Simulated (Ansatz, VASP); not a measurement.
Given: the input of a run of Ansatz 0.2.0 on Ga.

The input input.yaml:

```yaml
crystal:
  lattice:
    - [3.7390376727, -2.2791339873, 0.0]
    - [3.7390376727, 2.2791339873, 0.0]
    - [0.0, 0.0, 4.3966312708]
  atoms:
    - { symbol: Ga, position: [0.66555049, 0.00968539, 0.25] }
    - { symbol: Ga, position: [0.00968539, 0.66555049, 0.75] }
    - { symbol: Ga, position: [0.33444951, 0.99031461, 0.75] }
    - { symbol: Ga, position: [0.99031461, 0.33444951, 0.25] }
hamiltonian:
  xc: pbe
  pseudopotentials: { kind: paw }
kpoints:
  mp_grid: { grid: [7, 7, 6] }
scf:
  occupations: { method: fermi_dirac, width: 0.05 }
output:
  forces: true
  stress: true
  eigenvalues: true
```

Potentials or basis: Ansatz PAW.

Run with:

```bash
$ ansatz run input.yaml --threads 2 --pin off --max-ram 5120MiB --backend cpu --events-out ev --progress --plain --runs-dir out
```

Problem. Translate it to VASP 6.6.1. Potentials there: VASP PAW PBE potentials, release 64 (Ga_d).

Solution. As run (the cutoff follows the program's own potentials):

INCAR

```
PREC = Accurate
ENCUT = 520
EDIFF = 1E-7
ISMEAR = -1
SIGMA = 0.05
LREAL = False
LASPH = True
NELM = 60
ALGO = Fast
ISIF = 2
LWAVE = False
LCHARG = False
GGA = PE
NBANDS = 34
```

The input KPOINTS:

```
regular mesh
0
Gamma
  7 7 6
```

File POSCAR:

```
Ga
1.0
    3.7390376727     -2.2791339873      0.0000000000
    3.7390376727      2.2791339873      0.0000000000
    0.0000000000      0.0000000000      4.3966312708
Ga
4
Direct
    0.6655504900      0.0096853900      0.2500000000
    0.0096853900      0.6655504900      0.7500000000
    0.3344495100      0.9903146100      0.7500000000
    0.9903146100      0.3344495100      0.2500000000
```

Potentials or basis: VASP PAW PBE potentials, release 64 (Ga_d).

Run with:

```bash
$ cat potpaw_PBE.64/Ga_d/POTCAR > POTCAR
$ mpirun -np 1 vasp_std > vasp.out
```

Both were run:

|  | VASP | Ansatz | Ansatz less VASP |
| --- | --- | --- | --- |
| gap on the k mesh at the Fermi level (eV) | none | none | - |
| pressure (GPa) | 7.9 | 7.8 | -0.15 |
| traceless stress, the component that is largest in VASP (GPa) | 1.05 | 1.05 | -0.004 |
| rms of the force components (eV/Å) | 0.058 | 0.056 | -0.0016 |

Atom by atom the forces differ by 0.003 eV/Å (rms over components). A gap of «none» marks a metal or a gap that the smearing closes.
